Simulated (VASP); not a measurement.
Crystal: TiO2.

```xyz
6
Lattice="4.6433 0.0000 0.0000 0.0000 4.6433 0.0000 0.0000 0.0000 2.9641" Properties=species:S:1:pos:R:3 pbc="T T T"
Ti    0.0000    0.0000    0.0000
Ti    2.3217    2.3217    1.4820
O     1.4168    1.4168    0.0000
O     0.9048    3.7385    1.4820
O     3.7385    0.9048    1.4820
O     3.2265    3.2265    0.0000
```

* Program: VASP 6.6.1
* Task: relaxation of cell and atoms
* Functional: r2SCAN
* Potentials or basis: VASP PAW PBE potentials, release 64 (Ti_sv, O)
* Cutoff: 660 eV
* k mesh: 6 × 6 × 8
* Occupations: fermi-dirac, width 0.02 eV
* Spin: no spin polarisation

At the start: pressure -4.4 GPa; volume 10.65 Å³/atom.

Task: How do energy, volume and symmetry change on relaxing?

Result: Over 5 steps the energy falls by 3.1 meV/atom and the volume is 10.44 Å³/atom (-2.0 %); space group P4_2/mnm (No. 136, to 0.1 Å) before and after.

Step by step:
| step | energy change (eV) | largest force (eV/Å) | pressure (GPa) | volume (Å³) |
| --- | --- | --- | --- | --- |
| 1 | 0.0000 | 0.0231 | -4.37 | 63.91 |
| 2 | 0.0121 | 0.2374 | 6.37 | 61.26 |
| 3 | -0.0163 | 0.0870 | 0.06 | 62.75 |
| 4 | -0.0186 | 0.0140 | 0.03 | 62.64 |
| 5 | -0.0187 | 0.0036 | 0.02 | 62.62 |

Final structure:
```
Ti O
1.0
     4.59966    0.00000    0.00000
     0.00000    4.59966    0.00000
     0.00000    0.00000    2.95983
Ti O
2 4
Direct
  0.00000 0.00000 0.00000
  0.50000 0.50000 0.50000
  0.30451 0.30451 0.00000
  0.19549 0.80451 0.50000
  0.80451 0.19549 0.50000
  0.69549 0.69549 0.00000
```

Caveat: the PAW data sets were made with another functional, which shifts forces and pressure a little.
